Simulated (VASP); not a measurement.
Crystal: LiF.

```
Li F
1.0
     0.00000    2.05472    1.95798
     2.05472    0.00000    1.95798
     2.05472    2.05472    0.00000
Li F
1 1
Direct
  0.00000 0.00000 0.00000
  0.50000 0.50000 0.50000
```

This cell differs from its parent crystal: epitaxial xy strain +3.0%.

Base run:

```yaml
Program: VASP 6.6.1
Functional: r2SCAN
Potentials_or_basis: VASP PAW PBE potentials, release 64 (Li_sv, F)
Cutoff: 520 eV
k_mesh: 10 × 10 × 10
Occupations: gaussian, width 0.01 eV
Spin: no spin polarisation
```

Its results: band gap on the k mesh 10.10 eV, direct.

Q: The run is repeated on the same cell with these changes: functional from r2SCAN to PBE; k mesh from 10 × 10 × 10 to 6 × 6 × 6. What comes out?

A: Band gap on the k mesh 8.94 eV, direct.

Several settings changed at once, so the effect can't be laid on one alone.

Caveats: some runs use coarse meshes.

A k mesh can miss the band edges.
